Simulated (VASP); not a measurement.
# ZrGa2S2 (I4/mmm) in VASP: notebook

Runs on ZrGa2S2. Level: PBE. Tasks: single point, relaxation of cell and atoms.

Program: VASP 6.6.1. These are calculated values, not measurements. Logs are shortened: lines on timing, memory, paths and dates and some standing lists are left out, and cuts for length are marked.

## (1) The cell of the first run

It takes space group I4/mmm (No. 139, tetragonal). Conventional cell: a = 4.288 Å, b = 4.288 Å, c = 10.292 Å, α = 90.00°, β = 90.00°, γ = 90.00°. Within 4.4 Å of Zr (site symmetry 4/mmm) lie 10 Ga at 3.31 to 3.82 Å and 8 S at 3.35 Å and 4 Zr at 4.29 Å. Ga (site symmetry 4mm) has 4 S at 2.48 Å and 1 Ga at 2.65 Å and 4 Zr at 3.31 Å within 3.4 Å. S (site symmetry -4m2) has 4 Ga at 2.48 Å and 4 S at 3.03 Å and 4 Zr at 3.35 Å within 3.4 Å.

The cell was generated, and may not be a known phase.

## (2) Single point, PBE

Contents of INCAR:

```
PREC = Accurate
ENCUT = 520
EDIFF = 1E-6
ISMEAR = 0
SIGMA = 0.1
LREAL = False
LASPH = True
NELM = 60
ALGO = Normal
ISIF = 2
LWAVE = False
LCHARG = True
GGA = PE
LELF = True
LVHAR = True
NBANDS = 33
```

Contents of KPOINTS:

```
Automatic mesh
0
Gamma
  6 6 6
```

Contents of POSCAR:

```
ZrGa2S2
1.0
   -2.1437502600      2.1437502600      5.1461851400
    2.1437502600     -2.1437502600      5.1461851400
    2.1437502600      2.1437502600     -5.1461851400
Zr Ga S
1 2 2
Direct
    0.0000000000      0.0000000000      0.0000000000
    0.6288242300      0.6288242300      0.0000000000
    0.3711757700      0.3711757700      0.0000000000
    0.2500000000      0.7500000000      0.5000000000
    0.7500000000      0.2500000000      0.5000000000
```

Potentials or basis: VASP PAW PBE potentials, release 64 (Zr_sv, Ga_d, S).

Started as:

```sh
$ cat potpaw_PBE.64/Zr_sv/POTCAR potpaw_PBE.64/Ga_d/POTCAR potpaw_PBE.64/S/POTCAR > POTCAR
$ mpirun -np 1 vasp_std > vasp.out
```

OUTCAR:

```text
PREC = Accurate
   ENCUT = 520
   EDIFF = 1E-6
   ISMEAR = 0
   LREAL = False
   LASPH = True
   NELM = 60
   ISIF = 2
   GGA = PE

 ion  position               nearest neighbor table
   1  0.000  0.000  0.000-   2 3.31   2 3.31   2 3.31   3 3.31   2 3.31   3 3.31   3 3.31   3 3.31

   2  0.629  0.629  0.000-   4 2.48   5 2.48   4 2.48   5 2.48   3 2.65   1 3.31   1 3.31   1 3.31
                             1 3.31
   3  0.371  0.371  0.000-   4 2.48   5 2.48   4 2.48   5 2.48   2 2.65   1 3.31   1 3.31   1 3.31
                             1 3.31
   4  0.250  0.750  0.500-   3 2.48   2 2.48   3 2.48   2 2.48
   5  0.750  0.250  0.500-   3 2.48   2 2.48   3 2.48   2 2.48

  LATTYP: Found a body centered tetragonal cell.
 ALAT       =     4.2875005200
 C/A-ratio  =     2.4005525438

  Lattice vectors:

 A1 = (  -2.1437502600,   2.1437502600,   5.1461851400)
 A2 = (   2.1437502600,  -2.1437502600,   5.1461851400)
 A3 = (   2.1437502600,   2.1437502600,  -5.1461851400)

Analysis of symmetry for initial positions (statically):
=====================================================================
 Subroutine PRICEL returns:
 Original cell was already a primitive cell.

 Routine SETGRP: Setting up the symmetry group for a
 body centered tetragonal supercell.

 Subroutine GETGRP returns: Found 16 space group operations
 (whereof 16 operations were pure point group operations)
 out of a pool of 16 trial point group operations.

The static configuration has the point symmetry D_4h.

Analysis of symmetry for dynamics (positions and initial velocities):
=====================================================================
 Subroutine PRICEL returns:
 Original cell was already a primitive cell.

 Routine SETGRP: Setting up the symmetry group for a
 body centered tetragonal supercell.

 Subroutine GETGRP returns: Found 16 space group operations
 (whereof 16 operations were pure point group operations)
 out of a pool of 16 trial point group operations.

The dynamic configuration has the point symmetry D_4h.

 Subroutine INISYM returns: Found 16 space group operations
 (whereof 16 operations are pure point group operations),
 and found     1 'primitive' translations

----------------------------------------------------------------------------------------

                                     Primitive cell

  volume of cell :      94.6006

  direct lattice vectors                    reciprocal lattice vectors
    -2.143750260  2.143750260  5.146185140     0.000000000  0.233236123  0.097159349
     2.143750260 -2.143750260  5.146185140     0.233236123  0.000000000  0.097159349
     2.143750260  2.143750260 -5.146185140     0.233236123  0.233236123  0.000000000

  length of vectors
     5.972817748  5.972817748  5.972817748     0.252663864  0.252663864  0.329845689

  position of ions in fractional coordinates (direct lattice)
     0.000000000  0.000000000  0.000000000
     0.628824230  0.628824230  0.000000000
     0.371175770  0.371175770  0.000000000
     0.250000000  0.750000000  0.500000000
     0.750000000  0.250000000  0.500000000

  ion indices of the primitive-cell ions
   primitive index   ion index
                 1           1
                 2           2
                 3           3
                 4           4
                 5           5

----------------------------------------------------------------------------------------

 KPOINTS: Automatic mesh

Automatic generation of k-mesh.
 Grid dimensions read from file:
 generate k-points for:    6    6    6

 Generating k-lattice:

  Cartesian coordinates                     Fractional coordinates (reciprocal lattice)
     0.000000000  0.038872687  0.016193225     0.166666667 -0.000000000  0.000000000
     0.038872687  0.000000000  0.016193225    -0.000000000  0.166666667  0.000000000
     0.038872687  0.038872687  0.000000000     0.000000000  0.000000000  0.166666667

  Length of vectors
     0.042110644  0.042110644  0.054974281

  Shift w.r.t. Gamma in fractional coordinates (k-lattice)
     0.000000000  0.000000000  0.000000000

 Subroutine IBZKPT returns following result:
 ===========================================

 Found     30 irreducible k-points:

 Following reciprocal coordinates:
            Coordinates               Weight
  0.000000  0.000000  0.000000      1.000000
  0.166667 -0.000000  0.000000      8.000000
  0.333333 -0.000000  0.000000      8.000000
  0.500000 -0.000000  0.000000      4.000000
  0.166667  0.166667  0.000000      8.000000
  0.333333  0.166667  0.000000     16.000000
[... 16 lines left out ...]
 -0.333333 -0.333333  0.166667      8.000000
 -0.166667 -0.333333  0.166667      8.000000
 [... further k-points ...]
   k-points           NKPTS =     30   k-points in BZ     NKDIM =     30   number of bands    NBANDS=     33
   number of dos      NEDOS =    301   number of ions     NIONS =      5
   total plane-waves  NPLWV = 110592
   dimension x,y,z NGX =    48 NGY =   48 NGZ =   48
   dimension x,y,z NGXF=    96 NGYF=   96 NGZF=   96
   ions per type =               1   2   2
   NGX,Y,Z   is equivalent  to a cutoff of  13.36, 13.36, 13.36 a.u.
   NGXF,Y,Z  is equivalent  to a cutoff of  26.72, 26.72, 26.72 a.u.
 SYSTEM =  unknown system
   PREC   = accura    normal or accurate (medium, high low for compatibility)
   ISTART =      0    job   : 0-new  1-cont  2-samecut
   ICHARG =      2    charge: 1-file 2-atom 10-const
   ISPIN  =      1    spin polarized calculation?
   LNONCOLLINEAR =      F non collinear calculations
   LSORBIT =      F    spin-orbit coupling
   LASPH  =      T    aspherical Exc in radial PAW
   ENCUT  =  520.0 eV  38.22 Ry    6.18 a.u.  11.11 11.11 11.11*2*pi/ulx,y,z
   NELM   =     60;   NELMIN=  2; NELMDL= -5     # of ELM steps
   EDIFF  = 0.1E-05   stopping-criterion for ELM
   LREAL  =      F    real-space projection
   EDIFFG = 0.1E-04   stopping-criterion for IOM
   NSW    =      0    number of steps for IOM
   IBRION =     -1    ionic relax: 0-MD 1-quasi-New 2-CG
   NFREE  =      0    steps in history (QN), initial steepest desc. (CG)
   ISIF   =      2    stress and relaxation
   ISYM   =      2    0-nonsym 1-usesym 2-fastsym
   POTIM  = 0.5000    time-step for ionic-motion
   TEBEG  =    0.0;   TEEND  =   0.0 temperature during run
   PSTRESS=    0.0 pullay stress
   NELECT =      50.0000    total number of electrons
   NUPDOWN=      -1.0000    fix difference up-down
   EMIN   =  10.00;   EMAX   =-10.00  energy-range for DOS
   EFERMI =   0.00;   METHOD = LEGACY
   ISMEAR =     0;   SIGMA  =   0.10  broadening in eV -4-tet -1-fermi 0-gaus
   EFERMI_NEDOS =   21; number of points for ismear=-14 and -15
   IALGO  =     38    algorithm
   IMIX   =      4    mixing-type and parameters
     AMIX     =   0.40;   BMIX     =  1.00
     AMIX_MAG =   1.60;   BMIX_MAG =  1.00
  volume/ion in A,a.u.               =      18.92       127.68
  Fermi-wavevector in a.u.,A,eV,Ry     =   1.323631  2.501300 23.837391  1.751999
  Thomas-Fermi vector in A             =   2.453225
   LORBIT       =      0    0 simple, 1 ext, 2 COOP (PROOUT), +10 PAW based schemes
   GGA     = PE    functional components
   LHFCALC =     F    Hartree Fock is set to
   AEXX    =    0.0000 exact exchange contribution
   IVDW    =     0    specifies the selected vdW correction
   LEPSILON=     F    determine dielectric tensor
   LRPA    =     F    only Hartree local field effects (RPA)
 non-spin polarized calculation
 Gauss-broadening in eV      SIGMA  =   0.10
  energy-cutoff  :      520.00
  volume of cell :       94.60
 maximum number of plane-waves:      2584
 NGX is ok and might be reduce to    48

 number of electron      49.9999999 magnetization

 Free energy of the ion-electron system (eV)
  ---------------------------------------------------
  ext. energy  EPLUGINS =         0.00000000
  ---------------------------------------------------
  free energy    TOTEN  =       -21.61410094 eV

  energy without entropy =      -21.59612737  energy(sigma->0) =      -21.60511415

 E-fermi :   7.4602     XC(G=0): -10.8617

 val. band max:        7.4483399101   @ k =  -0.3333   0.3333   0.3333
 cond. band min:       7.4658991211   @ k =   0.5000   0.1667   0.0000
 fundamental gap:      0.0175592110
 Fermi energy:         7.4602236783

 k-point     1 :       0.0000    0.0000    0.0000
  band No.  band energies     occupation
      1     -42.8057      2.00000
      2     -20.8887      2.00000
      3     -20.7039      2.00000
      4     -20.7039      2.00000
      5      -8.1017      2.00000
      6      -7.8619      2.00000
[... 25 lines left out ...]
     32       9.5433      0.00000
     33      11.8879      0.00000

 k-point     2 :       0.1667   -0.0000    0.0000
  band No.  band energies     occupation
      1     -42.8055      2.00000
      2     -20.8883      2.00000
      3     -20.7101      2.00000
      4     -20.7034      2.00000
      5      -8.0299      2.00000
      6      -7.8651      2.00000
[... 25 lines left out ...]
     32      10.5747      0.00000
     33      11.8766      0.00000

 k-point     3 :       0.3333   -0.0000    0.0000
  band No.  band energies     occupation
      1     -42.8051      2.00000
      2     -20.8874      2.00000
      3     -20.7225      2.00000
      4     -20.7024      2.00000
      5      -7.9510      2.00000
      6      -7.8770      2.00000
[... 25 lines left out ...]
     32      11.3357      0.00000
     33      12.5731      0.00000

 k-point     4 :       0.5000   -0.0000    0.0000
  band No.  band energies     occupation
      1     -42.8049      2.00000
      2     -20.8869      2.00000
      3     -20.7287      2.00000
      4     -20.7020      2.00000
      5      -7.9264      2.00000
      6      -7.8883      2.00000
[... 673 lines left out ...]
     32      11.8225      0.00000
     33      11.8677      0.00000

 k-point    23 :      -0.3333   -0.3333    0.1667
  band No.  band energies     occupation
      1     -42.8053      2.00000
      2     -20.8890      2.00000
      3     -20.7098      2.00000
      4     -20.7095      2.00000
      5      -7.9481      2.00000
      6      -7.8899      2.00000
[... 25 lines left out ...]
     32      10.4242      0.00000
     33      12.3642      0.00000

 k-point    24 :      -0.1667   -0.3333    0.1667
  band No.  band energies     occupation
      1     -42.8055      2.00000
      2     -20.8892      2.00000
      3     -20.7102      2.00000
      4     -20.7035      2.00000
      5      -7.9965      2.00000
      6      -7.8779      2.00000
[... 25 lines left out ...]
     32      10.5050      0.00000
     33      12.1225      0.00000

 [... further k-points ...]
[... 5 lines left out ...]
  --------------------------------------------------------------------------------------
  -------------------------------------------------------------------------------------
  Total        3.0148363      3.0148363     -6.0130650      0.0000000     -0.0000000      0.0000000
  in kB       51.0599687     51.0599687   -101.8386660      0.0000000     -0.0000000      0.0000000
  external PRESSURE =       0.0937571 kB  Pullay stress =       0.0000000 kB

 VOLUME and BASIS-vectors are now :
 -----------------------------------------------------------------------------
  energy-cutoff  :      520.00
  volume of cell :       94.60
      direct lattice vectors                 reciprocal lattice vectors
    -2.143750260  2.143750260  5.146185140     0.000000000  0.233236123  0.097159349
     2.143750260 -2.143750260  5.146185140     0.233236123  0.000000000  0.097159349
     2.143750260  2.143750260 -5.146185140     0.233236123  0.233236123  0.000000000

 POSITION                                       TOTAL-FORCE (eV/Angst)
 -----------------------------------------------------------------------------------
      0.00000      0.00000      0.00000         0.000000      0.000000     -0.000000
      0.00000      0.00000      6.47209         0.000000      0.000000     -0.542503
      0.00000      0.00000      3.82028        -0.000000     -0.000000      0.542503
      2.14375      0.00000      2.57309         0.000000      0.000000     -0.000000
      0.00000      2.14375      2.57309         0.000000      0.000000      0.000000
 -----------------------------------------------------------------------------------
    total drift:                                0.000000     -0.000000      0.000000

  FREE ENERGIE OF THE ION-ELECTRON SYSTEM (eV)
  ---------------------------------------------------
  free  energy   TOTEN  =       -21.6141009403 eV

  energy  without entropy=      -21.5961273687  energy(sigma->0) =      -21.60511415
```

It took 2 min on 1 thread of AMD EPYC 9R45 (Zen 5), shared host; peak memory 0.33 GiB.

What came out:

```
Free energy            : -21.6141 eV
Pressure               : 0.0 GPa
Largest force          : 0.543 eV/Å
Band gap on the k mesh : zero (bands 25 and 26 overlap by 1.04 eV)
```

Forces on the atoms (eV/Å):
```
Zr   0.000  0.000  0.000
Ga   0.000  0.000 -0.543
Ga   0.000  0.000  0.543
S    0.000  0.000  0.000
S    0.000  0.000  0.000
```

Stress tensor (GPa, compression positive):
```
  5.11   0.00   0.00
  0.00   5.11   0.00
  0.00   0.00 -10.18
```

Levels at points of the mesh, in eV from the Fermi level:
```tsv
k point	band 21	band 22	band 23	band 24	band 25	band 26	band 27	band 28	band 29	band 30
(0.00, 0.00, 0.00)	-3.47	-1.85	-1.85	-1.13	0.48	0.66	0.97	1.01	1.01	1.17
(0.50, 0.00, 0.00)	-4.36	-4.25	-2.70	-1.44	-0.61	0.95	0.98	1.09	1.71	2.55
(0.50, 0.50, 0.00)	-4.82	-0.49	-0.34	-0.25	0.06	0.14	0.61	1.50	1.65	1.80
(0.50, 0.50, 0.50)	-2.55	-1.61	-1.61	-1.34	-0.82	-0.56	-0.43	-0.43	0.74	1.75
```

Caveat: the stress differs along the axes, from -10 to 5 GPa.

## (3) Single point, PBE

This run uses another cell than the first one, of the same volume but with other edges.

Contents of INCAR:

```
  ALGO = Normal
  EDIFF = 1E-6
  ENCUT = 520
  GGA = PE
  ISIF = 2
  ISMEAR = 0
  LASPH = True
  LCHARG = False
  LREAL = False
  LWAVE = False
  NBANDS = 33
  NELM = 100
  PREC = Accurate
  SIGMA = 0.1
```

Contents of KPOINTS:

```
k-points
0
Gamma
  6 6 6
```

Contents of POSCAR:

```
ZrGa2S2
1.0
   -2.4724078578      2.4724078578      3.8722122323
    2.4724078578     -2.4724078578      3.8722122323
    2.4724078578      2.4724078578     -3.8722122323
Zr Ga S
1 2 2
Direct
    0.0000000000      0.0000000000      0.0000000000
    0.6518054242      0.6518054242      0.0000000000
    0.3481945758      0.3481945758      0.0000000000
    0.2500000000      0.7500000000      0.5000000000
    0.7500000000      0.2500000000      0.5000000000
```

Potentials or basis: VASP PAW PBE potentials, release 64 (Zr_sv, Ga_d, S).

Started as:

```sh
$ cat potpaw_PBE.64/Zr_sv/POTCAR potpaw_PBE.64/Ga_d/POTCAR potpaw_PBE.64/S/POTCAR > POTCAR
$ mpirun -np 1 vasp_std > vasp.out
```

It took 67 s on 1 thread of AMD EPYC 9R45 (Zen 5), shared host; peak memory 0.26 GiB.

It converged, with:

| Item | Value |
| --- | --- |
| Free energy | -23.5360 eV |
| Pressure | 0.1 GPa |
| Largest force | 0.007 eV/Å |
| Band gap on the k mesh | zero (bands 25 and 26 overlap by 1.03 eV) |

Forces in eV/Å, atoms in the order of the input:
```
Zr   0.000  0.000  0.000
Ga   0.000  0.000  0.007
Ga   0.000  0.000 -0.007
S    0.000  0.000  0.000
S    0.000  0.000  0.000
```

Levels at points of the mesh, in eV from the Fermi level:
| k point | band 21 | band 22 | band 23 | band 24 | band 25 | band 26 | band 27 | band 28 | band 29 | band 30 |
| --- | --- | --- | --- | --- | --- | --- | --- | --- | --- | --- |
| (0.00, 0.00, 0.00) | -4.60 | -3.68 | -3.68 | -2.61 | -2.40 | -0.20 | 0.85 | 0.85 | 2.04 | 2.04 |
| (0.50, 0.00, 0.00) | -4.83 | -4.45 | -2.02 | -1.38 | -0.33 | 0.63 | 1.47 | 1.53 | 1.78 | 2.25 |
| (0.50, 0.50, 0.00) | -3.58 | -2.77 | -2.29 | -0.44 | 0.46 | 0.80 | 0.93 | 0.98 | 1.39 | 2.04 |
| (0.50, 0.50, 0.50) | -3.58 | -3.58 | -2.43 | -2.03 | -0.82 | 0.44 | 0.63 | 0.77 | 0.77 | 2.83 |

(Part 1 of 2 ends here.)
